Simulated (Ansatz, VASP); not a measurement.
# One calculation of La, two programs

```xyz
4
Lattice="3.8077 0.0000 0.0000 -1.9039 3.2976 0.0000 0.0000 0.0000 11.7108" Properties=species:S:1:pos:R:3 pbc="T T T"
La    0.0000    0.0000    0.0000
La    0.0000    0.0000    5.8554
La    0.0000    2.1984    2.9277
La    1.9039    1.0992    8.7831
```

Alike in both runs: task single point; functional PBEsol; k mesh 12 × 12 × 4; occupations gaussian, width 0.15 eV; no spin polarisation.

|  | VASP | Ansatz |
| --- | --- | --- |
| version | VASP 6.6.1 | Ansatz 0.2.0 |
| potentials or method | VASP PAW PBE potentials, release 64 (La), cutoff 520 eV | scalar-relativistic, plane waves, PAW |
| valence electrons in the cell | 44 | 44 |

|  | VASP | Ansatz | Ansatz less VASP |
| --- | --- | --- | --- |
| gap on the k mesh at the Fermi level (eV) | none | none | - |
| pressure (GPa) | -1.8 | -1.9 | -0.04 |
| traceless stress, the component that is largest in VASP (GPa) | 1.31 | 1.31 | -0.002 |

VASP's potentials were made for PBE, not for PBEsol. A gap of «none» marks a metal or a gap that the smearing closes.

Neither program's run includes spin-orbit coupling.
